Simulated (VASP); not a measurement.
Runs of VASP 6.6.1 on Co. The structure is that of space group P6_3/mmc (No. 194), or close to it. The cells are those of the table. 

```csv
task,level,cell,gap on the mesh (eV),pressure (GPa),moment (μB)
single point,PBE,"a = 2.468, b = 2.468, c = 4.008 Å, angles 90.0, 90.0, 120.0°, 2 atoms",none,5.3,3.16
single point,PBE,"a = 2.568, b = 2.568, c = 4.171 Å, angles 90.0, 90.0, 120.0°, 2 atoms",none,-16.0,3.35
electric field gradients,r2SCAN,"a = 2.519, b = 2.519, c = 4.091 Å, angles 90.0, 90.0, 120.0°, 2 atoms",none,(a),3.55
single point,PBE,"a = 2.536, b = 2.536, c = 4.118 Å, angles 90.0, 90.0, 120.0°, 2 atoms",none,-10.5,3.30
single point,PBE,"a = 2.502, b = 2.502, c = 4.064 Å, angles 90.0, 90.0, 120.0°, 2 atoms",none,(b),3.24
single point,PBE,"a = 2.519, b = 2.519, c = 4.091 Å, angles 90.0, 90.0, 120.0°, 2 atoms",none,-7.2,3.27
electric field gradients,PBE,"a = 2.468, b = 2.468, c = 4.008 Å, angles 90.0, 90.0, 120.0°, 2 atoms",none,5.3,3.16
```

Alike in all rows: potentials or basis VASP PAW PBE potentials, release 64 (Co); spin collinear, ferromagnetic start; k mesh 19 × 19 × 10; cutoff (eV) 520; smearing fermi-dirac 0.08 eV.

Task: Fill in the values left out.

Result: (a) -11.3; (b) -3.5.

Caveats: the cell stands under tension (at least some runs); the cell stands under pressure (at least some runs); the PAW data sets were made with another functional, which shifts forces and pressure a little (at least some runs).

A gap of «none» marks levels without a gap at the run's occupations.
